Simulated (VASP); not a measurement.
Input of a VASP 6.6.1 run:

Contents of INCAR:

```
SYSTEM = SiO2
ALGO     = Normal         ! electronic algorithm
EDIFF    = 1E-6           ! SCF threshold, eV
ENCUT    = 520            ! plane-wave cutoff, eV
GGA      = PE             ! functional
ISIF     = 2              ! what is computed and relaxed
ISMEAR   = 0              ! smearing method
LASPH    = .True.         ! aspherical terms in the spheres
LCHARG   = .True.         ! write CHGCAR
LELF     = .True.         ! ELF
LREAL    = .False.        ! projectors in reciprocal space
LVHAR    = .True.       
LWAVE    = .False.        ! write WAVECAR
NBANDS   = 25             ! bands
NELM     = 100            ! most SCF steps
PREC     = Accurate       ! precision mode
SIGMA    = 0.05           ! smearing width, eV
```

File KPOINTS:

```
k-points
0
Gamma
  6 6 8
  0 0 0
```

Contents of POSCAR:

```
SiO2
1.0
    4.2041000000      0.0000000000      0.0000000000
    0.0000000000      4.2041000000      0.0000000000
    0.0000000000      0.0000000000      3.0125000000
Si O
2 4
Direct
    0.5000000000      0.5000000000      0.5000000000
    0.0000000000      0.0000000000      0.0000000000
    0.6930127928      0.6930127928      0.0000000000
    0.1930127928      0.8069872072      0.5000000000
    0.3069872072      0.3069872072      0.0000000000
    0.8069872072      0.1930127928      0.5000000000
```

Potentials or basis: VASP PAW PBE potentials, release 64 (Si, O).

Command:

```bash
$ cat potpaw_PBE.64/Si/POTCAR potpaw_PBE.64/O/POTCAR > POTCAR
$ mpirun -np 1 vasp_std > vasp.out
```

Predict the pressure.

-25.7 GPa.

Estimate the band gap on the k mesh.

2.95 eV.

Estimate the largest force.

0.563 eV/Å.

Stress tensor (GPa, compression positive):
```
-12.28   0.00   0.00
  0.00 -12.28   0.00
  0.00   0.00 -52.42
```

Caveat: the cell stands under tension.
